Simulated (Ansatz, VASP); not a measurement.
One calculation of Fe3Ge, two programs

```xyz
4
Lattice="3.5824 0.0000 0.0000 0.0000 3.5824 0.0000 0.0000 0.0000 3.5824" Properties=species:S:1:pos:R:3 pbc="T T T"
Ge    0.0000    0.0000    0.0000
Fe    0.0000    1.7912    1.7912
Fe    1.7912    0.0000    1.7912
Fe    1.7912    1.7912    0.0000
```

Alike in both runs: functional PBEsol; k mesh 12 × 12 × 12; occupations gaussian, width 0.1 eV; collinear spin.

Ansatz relaxed the structure, and its values are those at the end. VASP's run is a single point on that final structure, the one shown.

|  | VASP | Ansatz |
| --- | --- | --- |
| version | VASP 6.6.1 | Ansatz 0.2.0 |
| potentials or method | VASP PAW PBE potentials, release 64 (Ge_d, Fe), cutoff 520 eV | scalar-relativistic, plane waves, PAW |
| valence electrons in the cell | 38 | 62 |

|  | VASP | Ansatz | Ansatz less VASP |
| --- | --- | --- | --- |
| gap on the k mesh at the Fermi level (eV) | none | none | - |
| pressure (GPa) | 0.3 | 0.0 | -0.25 |
| net moment per atom (μB) | 1.56 | 1.56 | -0.001 |
| size of the moment on the site where the two differ most (μB) | 0.13 | 0.10 | -0.027 |

VASP's potentials were made for PBE, not for PBEsol. Site moments also hang on the region over which each program counts them. A gap of «none» marks a metal or a gap that the smearing closes. With one functional, cell and mesh, what is left measures potentials, basis and numerics. VASP's potentials hold 38 valence electrons a cell and Ansatz's 62, so a difference there can come from the potentials and not from the codes.
